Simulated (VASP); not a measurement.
# Ag (P6_3/mmc) in VASP: a series of runs

The runs below take Ag through single point, with PBEsol.

All numbers are computed with VASP 6.6.1; they aren't measurements. Logs are shortened: lines on timing, memory, paths and dates and some standing lists are left out, and cuts for length are marked.

## 1. The cell of the first run

The structure is hexagonal, space group P6_3/mmc (No. 194). Conventional cell: a = 2.982 Å, b = 2.982 Å, c = 4.878 Å, α = 90.00°, β = 90.00°, γ = 120.00°. Within 3.9 Å of Ag (site symmetry -6m2) lie 12 Ag at 2.98 to 2.99 Å.

This isn't the form of Ag at room conditions, which is fcc.

## 2. Single point, PBEsol (strain +0.040 along x and y, +0.040 along z)

The input, INCAR:

```
  ALGO = Fast
  EDIFF = 1E-6
  ENCUT = 520
  GGA = PS
  ISIF = 2
  ISMEAR = 0
  LASPH = T
  LCHARG = T
  LELF = T
  LREAL = F
  LVHAR = T
  LWAVE = F
  NBANDS = 18
  NELM = 100
  PREC = Accurate
  SIGMA = 0.15
```

The input, KPOINTS:

```
k-points
0
Gamma
  24 24 14
```

The input, POSCAR:

```
Ag
1.0
    2.9817451752      0.0000000000      0.0000000000
   -1.4908725876      2.5822670693      0.0000000000
    0.0000000000      0.0000000000      4.8783435261
Ag
2
Direct
    0.3333333333      0.6666666667      0.2500000000
    0.6666666667      0.3333333333      0.7500000000
```

Potentials or basis: VASP PAW PBE potentials, release 64 (Ag).

Launch:

```sh
> cat potpaw_PBE.64/Ag/POTCAR > POTCAR
> mpirun -np 1 vasp_std > vasp.out
```

OUTCAR:

```text
EDIFF = 1E-6
   ENCUT = 520
   GGA = PS
   ISIF = 2
   ISMEAR = 0
   LASPH = T
   LREAL = F
   NELM = 100
   PREC = Accurate

 ion  position               nearest neighbor table
   1  0.333  0.667  0.250-   2 2.99   2 2.99   2 2.99   2 2.99   2 2.99   2 2.99
   2  0.667  0.333  0.750-   1 2.99   1 2.99   1 2.99   1 2.99   1 2.99   1 2.99

  LATTYP: Found a hexagonal cell.
 ALAT       =     2.9817451752
 C/A-ratio  =     1.6360698985

  Lattice vectors:

 A1 = (   2.9817451752,   0.0000000000,   0.0000000000)
 A2 = (  -1.4908725876,   2.5822670693,   0.0000000000)
 A3 = (   0.0000000000,   0.0000000000,   4.8783435261)

Analysis of symmetry for initial positions (statically):
=====================================================================
 Subroutine PRICEL returns:
 Original cell was already a primitive cell.

 Routine SETGRP: Setting up the symmetry group for a
 hexagonal supercell.

 Subroutine GETGRP returns: Found 24 space group operations
 (whereof 12 operations were pure point group operations)
 out of a pool of 24 trial point group operations.

The static configuration has the point symmetry D_3d.
 The point group associated with its full space group is D_6h.

Analysis of symmetry for dynamics (positions and initial velocities):
=====================================================================
 Subroutine PRICEL returns:
 Original cell was already a primitive cell.

 Routine SETGRP: Setting up the symmetry group for a
 hexagonal supercell.

 Subroutine GETGRP returns: Found 24 space group operations
 (whereof 12 operations were pure point group operations)
 out of a pool of 24 trial point group operations.

The dynamic configuration has the point symmetry D_3d.
 The point group associated with its full space group is D_6h.

 Subroutine INISYM returns: Found 24 space group operations
 (whereof 12 operations are pure point group operations),
 and found     1 'primitive' translations

----------------------------------------------------------------------------------------

                                     Primitive cell

  volume of cell :      37.5616

  direct lattice vectors                    reciprocal lattice vectors
     2.981745175  0.000000000  0.000000000     0.335374065  0.193628307  0.000000000
    -1.490872588  2.582267069  0.000000000     0.000000000  0.387256613  0.000000000
[... 71 lines left out ...]
   dimension x,y,z NGXF=    48 NGYF=   48 NGZF=   72
   ions per type =               2
   NGX,Y,Z   is equivalent  to a cutoff of  13.38, 13.38, 12.27 a.u.
   NGXF,Y,Z  is equivalent  to a cutoff of  26.76, 26.76, 24.54 a.u.
 SYSTEM =  unknown system
   PREC   = accura    normal or accurate (medium, high low for compatibility)
   ISTART =      0    job   : 0-new  1-cont  2-samecut
   ICHARG =      2    charge: 1-file 2-atom 10-const
   ISPIN  =      1    spin polarized calculation?
   LNONCOLLINEAR =      F non collinear calculations
   LSORBIT =      F    spin-orbit coupling
   LASPH  =      T    aspherical Exc in radial PAW
   ENCUT  =  520.0 eV  38.22 Ry    6.18 a.u.   5.54  5.54  9.07*2*pi/ulx,y,z
   NELM   =    100;   NELMIN=  2; NELMDL= -5     # of ELM steps
   EDIFF  = 0.1E-05   stopping-criterion for ELM
   LREAL  =      F    real-space projection
[... 7 lines left out ...]
   TEBEG  =    0.0;   TEEND  =   0.0 temperature during run
   PSTRESS=    0.0 pullay stress
   NELECT =      22.0000    total number of electrons
   NUPDOWN=      -1.0000    fix difference up-down
   EMIN   =  10.00;   EMAX   =-10.00  energy-range for DOS
   EFERMI =   0.00;   METHOD = LEGACY
   ISMEAR =     0;   SIGMA  =   0.15  broadening in eV -4-tet -1-fermi 0-gaus
   EFERMI_NEDOS =   21; number of points for ismear=-14 and -15
   IALGO  =     68    algorithm
   IMIX   =      4    mixing-type and parameters
     AMIX     =   0.40;   BMIX     =  1.00
     AMIX_MAG =   1.60;   BMIX_MAG =  1.00
  volume/ion in A,a.u.               =      18.78       126.74
  Fermi-wavevector in a.u.,A,eV,Ry     =   1.369728  2.588411 25.526640  1.876155
  Thomas-Fermi vector in A             =   2.495578
   LORBIT       =      0    0 simple, 1 ext, 2 COOP (PROOUT), +10 PAW based schemes
   GGA     = PS    functional components
   LHFCALC =     F    Hartree Fock is set to
   AEXX    =    0.0000 exact exchange contribution
   IVDW    =     0    specifies the selected vdW correction
   LEPSILON=     F    determine dielectric tensor
   LRPA    =     F    only Hartree local field effects (RPA)
 non-spin polarized calculation
 RMM-DIIS sequential band-by-band and
 Gauss-broadening in eV      SIGMA  =   0.15
  energy-cutoff  :      520.00
  volume of cell :       37.56
 maximum number of plane-waves:      1038
 NGX is ok and might be reduce to    24
   NGX = 11   NGY = 11   NGZ = 19

 number of electron      21.9999990 magnetization

 Free energy of the ion-electron system (eV)
  ---------------------------------------------------
  ext. energy  EPLUGINS =         0.00000000
  ---------------------------------------------------
  free energy    TOTEN  =        -6.46053994 eV

  energy without entropy =       -6.45386593  energy(sigma->0) =       -6.45720294

 E-fermi :   6.9782     XC(G=0): -11.8436

 val. band max:        6.9745541076   @ k =   0.4583   0.0417   0.1429
 cond. band min:       6.9820262671   @ k =   0.4167   0.0833   0.2857
 fundamental gap:      0.0074721595
 Fermi energy:         6.9781802783

 k-point     1 :       0.0000    0.0000    0.0000
  band No.  band energies     occupation
      1      -0.1828      2.00000
      2       1.1392      2.00000
      3       2.5076      2.00000
      4       2.5961      2.00000
      5       2.5961      2.00000
      6       2.7953      2.00000
[... 481 lines left out ...]
      5       2.8042      2.00000
      6       2.9691      2.00000
[... 10 lines left out ...]
     17      16.8493      0.00000
     18      22.2186      0.00000

 [... further k-points ...]
[... 5 lines left out ...]
  --------------------------------------------------------------------------------------
  -------------------------------------------------------------------------------------
  Total       -2.3656023     -2.3656023     -2.2626265      0.0000000      0.0000000      0.0000000
  in kB     -100.9039693   -100.9039693    -96.5115701      0.0000000      0.0000000      0.0000000
  external PRESSURE =     -99.4398362 kB  Pullay stress =       0.0000000 kB

 VOLUME and BASIS-vectors are now :
 -----------------------------------------------------------------------------
  energy-cutoff  :      520.00
  volume of cell :       37.56
      direct lattice vectors                 reciprocal lattice vectors
     2.981745175  0.000000000  0.000000000     0.335374065  0.193628307  0.000000000
    -1.490872588  2.582267069  0.000000000     0.000000000  0.387256613  0.000000000
     0.000000000  0.000000000  4.878343526     0.000000000  0.000000000  0.204987614

 POSITION                                       TOTAL-FORCE (eV/Angst)
 -----------------------------------------------------------------------------------
     -0.00000      1.72151      1.21959        -0.000000     -0.000000      0.000000
      1.49087      0.86076      3.65876         0.000000      0.000000      0.000000
 -----------------------------------------------------------------------------------
    total drift:                               -0.000000      0.000000     -0.000000

  FREE ENERGIE OF THE ION-ELECTRON SYSTEM (eV)
  ---------------------------------------------------
  free  energy   TOTEN  =        -6.4605399386 eV

  energy  without entropy=       -6.4538659341  energy(sigma->0) =       -6.45720294
```

Run time: 5.2 min. Hardware: 1 thread of Intel Xeon 8259CL, shared host; peak memory 0.37 GiB.

Results:

```yaml
Free_energy: -6.4605 eV
Pressure: -9.9 GPa
Band_gap_on_the_k_mesh: zero (bands 11 and 12 overlap by 7.09 eV)
```

Stress tensor (GPa, compression positive):
```
-10.09   0.00   0.00
  0.00 -10.09   0.00
  0.00   0.00  -9.65
```

Levels at points of the mesh, in eV from the Fermi level:
```csv
k point,band 9,band 10,band 11,band 12,band 13,band 14
"(0.00, 0.00, 0.00)",-3.88,-3.02,-3.02,-0.23,3.03,15.32
"(0.50, 0.00, 0.00)",-2.86,-2.79,0.10,1.30,6.38,6.68
"(0.00, 0.00, 0.50)",-3.29,-3.29,-3.29,-3.29,10.34,10.34
"(0.50, 0.00, 0.50)",-2.84,-2.84,0.81,0.81,4.02,4.02
```

Caveat: the cell differs from its parent crystal (strain +0.040 along x and y, +0.040 along z); the cell stands under tension; the PAW data sets were made with another functional, which shifts forces and pressure a little.

## 3. Single point, PBEsol (strain +0.080 along x and y, +0.000 along z)

The input, INCAR:

```
SYSTEM = Ag
PREC = Accurate
ENCUT = 520
EDIFF = 1E-7
ISMEAR = 0
SIGMA = 0.15
LREAL = .False.
LASPH = .True.
NELM = 80
ALGO = Fast
ISIF = 2
LWAVE = .False.
LCHARG = .False.
GGA = PS
NBANDS = 18
```

The input, KPOINTS:

```
regular mesh
0
Gamma
  24 24 14
  0 0 0
```

The input, POSCAR:

```
Ag
1.0
    3.0964276819      0.0000000000      0.0000000000
   -1.5482138409      2.6815850335      0.0000000000
    0.0000000000      0.0000000000      4.6907149289
Ag
2
Direct
    0.3333333333      0.6666666667      0.2500000000
    0.6666666667      0.3333333333      0.7500000000
```

Potentials or basis: VASP PAW PBE potentials, release 64 (Ag).

Launch:

```sh
> cat potpaw_PBE.64/Ag/POTCAR > POTCAR
> mpirun -np 1 vasp_std > vasp.out
```

Run time: 6.7 min. Hardware: 1 thread of Intel Xeon 8259CL, shared host; peak memory 0.38 GiB.

It converged, with:

```
Free energy            : -6.3413 eV
Pressure               : -11.2 GPa
Band gap on the k mesh : zero (bands 11 and 12 overlap by 6.64 eV)
```

Stress tensor (GPa, compression positive):
```
-12.38   0.00   0.00
  0.00 -12.38   0.00
  0.00   0.00  -8.95
```

Levels at points of the mesh, in eV from the Fermi level:
| k point | band 7 | band 8 | band 9 | band 10 | band 11 | band 12 | band 13 | band 14 | band 15 | band 16 |
| --- | --- | --- | --- | --- | --- | --- | --- | --- | --- | --- |
| (0.00, 0.00, 0.00) | -4.02 | -4.02 | -4.02 | -2.97 | -2.97 | 0.41 | 3.85 | 14.63 | 15.53 | 15.53 |
| (0.50, 0.00, 0.00) | -3.58 | -3.05 | -2.88 | -2.73 | -0.11 | 0.89 | 6.78 | 6.87 | 8.72 | 9.11 |
| (0.00, 0.00, 0.50) | -3.95 | -3.95 | -3.22 | -3.22 | -3.22 | -3.22 | 11.70 | 11.70 | 14.95 | 14.95 |
| (0.50, 0.00, 0.50) | -3.03 | -3.03 | -2.93 | -2.93 | 0.78 | 0.78 | 3.71 | 3.71 | 12.02 | 12.02 |

Caveat: the cell differs from its parent crystal (strain +0.080 along x and y, +0.000 along z); the cell stands under tension; the PAW data sets were made with another functional, which shifts forces and pressure a little.

## 4. Single point, PBEsol (strain +0.040 along x and y, +0.080 along z)

INCAR is that of step 3.

KPOINTS is that of step 3.

The input, POSCAR:

```
Ag
1.0
    2.9817451752      0.0000000000      0.0000000000
   -1.4908725876      2.5822670693      0.0000000000
    0.0000000000      0.0000000000      5.0659721232
Ag
2
Direct
    0.3333333333      0.6666666667      0.2500000000
    0.6666666667      0.3333333333      0.7500000000
```

Potentials or basis: VASP PAW PBE potentials, release 64 (Ag).

Launch:

```sh
> cat potpaw_PBE.64/Ag/POTCAR > POTCAR
> mpirun -np 1 vasp_std > vasp.out
```

OUTCAR:

```text
SYSTEM = Ag
   PREC = Accurate
   ENCUT = 520
   EDIFF = 1E-7
   ISMEAR = 0
   LREAL = .False.
   LASPH = .True.
   NELM = 80
   ISIF = 2
   GGA = PS

 ion  position               nearest neighbor table
   1  0.333  0.667  0.250-   2 3.06   2 3.06   2 3.06   2 3.06   2 3.06   2 3.06
   2  0.667  0.333  0.750-   1 3.06   1 3.06   1 3.06   1 3.06   1 3.06   1 3.06

  LATTYP: Found a hexagonal cell.
 ALAT       =     2.9817451752
 C/A-ratio  =     1.6989956638

  Lattice vectors:

 A1 = (   2.9817451752,   0.0000000000,   0.0000000000)
 A2 = (  -1.4908725876,   2.5822670693,   0.0000000000)
 A3 = (   0.0000000000,   0.0000000000,   5.0659721232)

Analysis of symmetry for initial positions (statically):
=====================================================================
 Subroutine PRICEL returns:
 Original cell was already a primitive cell.

 Routine SETGRP: Setting up the symmetry group for a
 hexagonal supercell.

 Subroutine GETGRP returns: Found 24 space group operations
 (whereof 12 operations were pure point group operations)
 out of a pool of 24 trial point group operations.

The static configuration has the point symmetry D_3d.
 The point group associated with its full space group is D_6h.

[... 157 lines left out ...]
  ext. energy  EPLUGINS =         0.00000000
  ---------------------------------------------------
  free energy    TOTEN  =        -6.35884305 eV

  energy without entropy =       -6.35235745  energy(sigma->0) =       -6.35560025

 E-fermi :   6.5105     XC(G=0): -11.6261

 val. band max:        6.5062309599   @ k =   0.4167   0.0417   0.4286
 cond. band min:       6.5107916221   @ k =   0.2083   0.0417   0.2143
 fundamental gap:      0.0045606622
 Fermi energy:         6.5104569081

 k-point     1 :       0.0000    0.0000    0.0000
  band No.  band energies     occupation
      1      -0.3897      2.00000
      2       0.8425      2.00000
      3       2.0375      2.00000
      4       2.2374      2.00000
      5       2.2374      2.00000
      6       2.3973      2.00000
[... 481 lines left out ...]
      5       2.3803      2.00000
      6       2.5586      2.00000
[... 10 lines left out ...]
     17      16.6120      0.00000
     18      21.6923      0.00000

 [... further k-points ...]
[... 5 lines left out ...]
  --------------------------------------------------------------------------------------
  -------------------------------------------------------------------------------------
  Total       -2.7232377     -2.7232377     -3.1010648      0.0000000     -0.0000000      0.0000000
  in kB     -111.8566091   -111.8566091   -127.3758074      0.0000000     -0.0000000      0.0000000
  external PRESSURE =    -117.0296752 kB  Pullay stress =       0.0000000 kB

 VOLUME and BASIS-vectors are now :
 -----------------------------------------------------------------------------
  energy-cutoff  :      520.00
  volume of cell :       39.01
      direct lattice vectors                 reciprocal lattice vectors
     2.981745175  0.000000000  0.000000000     0.335374065  0.193628307  0.000000000
    -1.490872588  2.582267069  0.000000000     0.000000000  0.387256613  0.000000000
     0.000000000  0.000000000  5.065972123     0.000000000  0.000000000  0.197395480

 POSITION                                       TOTAL-FORCE (eV/Angst)
 -----------------------------------------------------------------------------------
     -0.00000      1.72151      1.26649        -0.000000     -0.000000      0.000000
      1.49087      0.86076      3.79948         0.000000      0.000000      0.000000
 -----------------------------------------------------------------------------------
    total drift:                               -0.000000      0.000000     -0.000000

  FREE ENERGIE OF THE ION-ELECTRON SYSTEM (eV)
  ---------------------------------------------------
  free  energy   TOTEN  =        -6.3588430503 eV

  energy  without entropy=       -6.3523574517  energy(sigma->0) =       -6.35560025
```

OSZICAR:

```text
N       E                     dE             d eps       ncg     rms          rms(c)
DAV:   1     0.121771103138E+03    0.12177E+03   -0.11537E+04 17592   0.119E+03
DAV:   2    -0.490770447406E+01   -0.12668E+03   -0.11988E+03 18176   0.259E+02
DAV:   3    -0.694142112333E+01   -0.20337E+01   -0.20266E+01 20278   0.370E+01
DAV:   4    -0.694760762007E+01   -0.61865E-02   -0.61860E-02 19426   0.202E+00
DAV:   5    -0.694766122661E+01   -0.53607E-04   -0.53607E-04 19396   0.202E-01    0.574E+00
RMM:   6    -0.637306477476E+01    0.57460E+00   -0.15383E+00 17584   0.986E+00    0.354E+00
RMM:   7    -0.636425318740E+01    0.88116E-02   -0.18897E-02 18366   0.132E+00    0.219E+00
RMM:   8    -0.635886124205E+01    0.53919E-02   -0.11171E-03 18519   0.324E-01    0.203E-01
RMM:   9    -0.635884077363E+01    0.20468E-04   -0.21627E-04 19094   0.116E-01    0.521E-02
RMM:  10    -0.635884186970E+01   -0.10961E-05   -0.31159E-05 19073   0.420E-02    0.219E-02
RMM:  11    -0.635884297248E+01   -0.11028E-05   -0.80233E-06 19091   0.176E-02    0.882E-03
RMM:  12    -0.635884296627E+01    0.62078E-08   -0.10968E-06 17198   0.686E-03    0.638E-03
RMM:  13    -0.635884305028E+01   -0.84010E-07   -0.35213E-07 14594   0.325E-03
   1 F= -.63588431E+01 E0= -.63556003E+01  d E =-.648560E-02
```

Run time: 6.4 min. Hardware: 1 thread of Intel Xeon 8259CL, shared host; peak memory 0.38 GiB.

What came out:

```yaml
Free_energy: -6.3588 eV
Pressure: -11.7 GPa
Band_gap_on_the_k_mesh: zero (bands 11 and 12 overlap by 7.13 eV)
```

Stress tensor (GPa, compression positive):
```
-11.19   0.00   0.00
  0.00 -11.19   0.00
  0.00   0.00 -12.74
```

Caveat: the cell differs from its parent crystal (strain +0.040 along x and y, +0.080 along z); the cell stands under tension; the PAW data sets were made with another functional, which shifts forces and pressure a little.

## 5. Overview

| cell | further INCAR settings | gap on the mesh (eV) | pressure (GPa) |
| --- | --- | --- | --- |
| a = 2.982, b = 2.982, c = 4.878 Å, angles 90.0, 90.0, 120.0°, 2 atoms | ALGO = Fast; EDIFF = 1e-06; NBANDS = 18 | none | -9.9 |
| a = 3.096, b = 3.096, c = 4.691 Å, angles 90.0, 90.0, 120.0°, 2 atoms | ALGO = Fast; EDIFF = 1e-07; NBANDS = 18 | none | -11.2 |
| a = 2.982, b = 2.982, c = 5.066 Å, angles 90.0, 90.0, 120.0°, 2 atoms | ALGO = Fast; EDIFF = 1e-07; NBANDS = 18 | none | -11.7 |

Alike in all rows: task single point; level PBEsol; potentials or basis VASP PAW PBE potentials, release 64 (Ag); no spin polarisation; k mesh 24 × 24 × 14; cutoff (eV) 520; smearing gaussian 0.15 eV.

Caveats: the cell stands under tension; the PAW data sets were made with another functional, which shifts forces and pressure a little.

Total energies depend on the potentials used, so only differences within one code and one set of settings carry meaning.
